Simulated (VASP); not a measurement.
Here is a VASP 6.6.1 calculation.

The input INCAR:

```
ALGO     = Normal         # electronic algorithm
EDIFF    = 1E-8           # SCF threshold, eV
ENCUT    = 520            # plane-wave cutoff, eV
GGA      = PS             # functional
ISIF     = 2              # what is computed and relaxed
ISMEAR   = -1             # smearing method
LASPH    = True           # aspherical terms in the spheres
LCHARG   = False          # write CHGCAR
LEFG     = True         
LREAL    = False          # projectors in reciprocal space
LWAVE    = False          # write WAVECAR
NBANDS   = 17             # bands
NELM     = 100            # most SCF steps
PREC     = Accurate       # precision mode
SIGMA    = 0.08           # smearing width, eV
```

File KPOINTS:

```
k-points
0
Gamma
  11 11 11
```

POSCAR

```
SnTe
1.0
    0.0000000000      3.1565000000      3.1880650000
    3.1565000000      0.0000000000      3.1880650000
    3.1565000000      3.1565000000      0.0000000000
Sn Te
1 1
Direct
    0.0000000000      0.0000000000      0.0000000000
    0.5000000000      0.5000000000      0.5000000000
```

Potentials or basis: VASP PAW PBE potentials, release 64 (Sn_d, Te).

Launch:

```console
$ cat potpaw_PBE.64/Sn_d/POTCAR potpaw_PBE.64/Te/POTCAR > POTCAR
$ mpirun -np 1 vasp_std > vasp.out
```

Task: What does it give for the pressure?

Result: -1.0 GPa.

Task: Predict the band gap on the k mesh.

Result: 0.42 eV.

Electric field gradients, principal values (V/Å²):
| atom | least | middle | greatest (by size) |
| --- | --- | --- | --- |
| 1 Sn | -7.308 | -7.312 | 14.620 |
| 2 Te | -1.757 | -1.757 | 3.514 |

Caveat: the cell differs from its parent crystal (zz strain of +1 %); semilocal functionals underestimate gaps, and a narrow one can read as zero; without QUAD_EFG the Cq values of the log hold for a quadrupole moment of 1 mb, not for the nuclei; the PAW data sets were made with another functional, which shifts forces and pressure a little; spin-orbit coupling is left out, which moves the levels of the heavy elements. A k mesh can miss the band edges.
